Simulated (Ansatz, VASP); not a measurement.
One calculation of Ge, two programs

Contents of INCAR:

```
PREC = Accurate ; ENCUT = 520
EDIFF = 1E-6 ; ISMEAR = -1
SIGMA = 0.1 ; LREAL = F
LASPH = T ; NELM = 100
ALGO = Normal ; ISIF = 2
LWAVE = F ; LCHARG = T
GGA = RP ; LELF = T
LVHAR = T ; NBANDS = 36
```

File KPOINTS:

```
regular mesh
0
Gamma
  13 13 4
```

Contents of POSCAR:

```
Ge
1.0
    3.0437414094      0.0000000000      0.0000000000
   -1.5218707047      2.6359573831      0.0000000000
    0.0000000000      0.0000000000      9.9804663355
Ge
4
Direct
    0.0000000000      1.0000000000      1.0000000000
    0.0000000000      1.0000000000      0.5000000000
    0.3333333333      0.6666666667      0.2500000000
    0.6666666667      0.3333333333      0.7500000000
```

Input for Ansatz:

```yaml
crystal:
  lattice:
    - [3.0437414094, 0.0, 0.0]
    - [-1.5218707047, 2.6359573831, 0.0]
    - [0.0, 0.0, 9.9804663355]
  atoms:
    - { symbol: Ge, position: [0.0, 1.0, 1.0] }
    - { symbol: Ge, position: [0.0, 1.0, 0.5] }
    - { symbol: Ge, position: [0.3333333333, 0.6666666667, 0.25] }
    - { symbol: Ge, position: [0.6666666667, 0.3333333333, 0.75] }
hamiltonian:
  xc: rpbe
  pseudopotentials:
    kind: paw
    azcp:
      Ge: "pseudopotentials/Ge.paw.azcp"
basis:
  ecutwfc: 420
  fft_grid_basis: typed
kpoints:
  mp_grid: { grid: [13, 13, 4], shift: [0, 0, 0] }
magnetization:
  spin_polarized: false
scf:
  occupations: { method: fermi_dirac, width: 0.1 }
  lower_state_search: "off"
output:
  stress: true
  write_density: true
  write_potential: true
  elf: true
  volumetric_format: npy
```

Alike in both runs: task single point; functional RPBE; k mesh 13 × 13 × 4; occupations fermi-dirac, width 0.1 eV; no spin polarisation.

|  | VASP | Ansatz |
| --- | --- | --- |
| version | VASP 6.6.1 | Ansatz 0.2.0 |
| potentials or method | VASP PAW PBE potentials, release 64 (Ge_d), cutoff 520 eV | plane waves (420 eV) with PAW, scalar-relativistic |
| valence electrons in the cell | 56 | 56 |

Ansatz gave:

```
pressure (GPa)                                                : -0.1
traceless stress, the component that is largest in VASP (GPa) : 0.96
```

Task: What did VASP give for the same quantities?

Result: Pressure (GPa): -0.2; traceless stress, the component that is largest in VASP (GPa): 0.96.

VASP's potentials were made for PBE, not for RPBE.
